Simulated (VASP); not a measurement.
Runs of VASP 6.6.1 on Ge. The structure is cubic, space group Fm-3m (No. 225). The conventional cell has a = 4.197 Å, b = 4.197 Å, c = 4.197 Å, α = 90.00°, β = 90.00°, γ = 90.00°. Ge (site symmetry m-3m) has 12 Ge at 2.97 Å within 3.9 Å. 

| level | potentials or basis | gap on the mesh (eV) | pressure (GPa) |
| --- | --- | --- | --- |
| revPBE | VASP PAW PBE potentials, release 64 (Ge_d) | none | (a) |
| RPBE | VASP PAW PBE potentials, release 64 (Ge_d) | none | 5.3 |
| PBE | VASP PAW PBE potentials, release 64 (Ge_d) | none | 3.7 |
| LDA | VASP PAW LDA potentials, release 64 (Ge_d) | none | -1.3 |

Alike in all rows: task single point; no spin polarisation; cell as given; k mesh 10 × 10 × 10; cutoff (eV) 500; smearing fermi-dirac 0.1 eV.

Task: Fill in the values left out.

Result: (a) 4.9.

Caveats: the PAW data sets were made with another functional, which shifts forces and pressure a little (some runs).

A k mesh can miss the band edges, and the runs leave out spin-orbit coupling on Ge.

A gap of «none» marks levels without a gap at the run's occupations.
